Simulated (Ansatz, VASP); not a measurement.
NaI: VASP beside Ansatz

```
CELL_PARAMETERS angstrom
0.00000 3.13931 3.13931
3.13931 0.00000 3.13931
3.13931 3.13931 0.00000
ATOMIC_POSITIONS crystal
Na 0.00000 0.00000 0.00000
I 0.50000 0.50000 0.50000
```

Change from the starting cell: strain -0.030 along x and y, -0.030 along z, atoms carried along.

Alike in both runs: task single point; functional PBEsol; k mesh 6 × 6 × 6; occupations gaussian, width 0.05 eV; no spin polarisation.

|  | VASP | Ansatz |
| --- | --- | --- |
| version | VASP 6.6.1 | Ansatz 0.2.0 |
| potentials or method | VASP PAW PBE potentials, release 64 (Na_pv, I), cutoff 520 eV | scalar-relativistic, plane waves, PAW |
| valence electrons in the cell | 14 | 26 |

|  | VASP | Ansatz | Ansatz less VASP |
| --- | --- | --- | --- |
| gap on the k mesh at the Fermi level (eV) | 3.76 | 3.76 | +0.005 |
| least direct gap on the mesh (eV) | 3.76 | 3.76 | +0.005 |
| pressure (GPa) | 1.2 | 1.2 | -0.05 |

VASP's potentials were made for PBE, not for PBEsol. VASP's potentials hold 14 valence electrons a cell and Ansatz's 26, so a difference there can come from the potentials and not from the codes.

Spin-orbit coupling is off throughout.
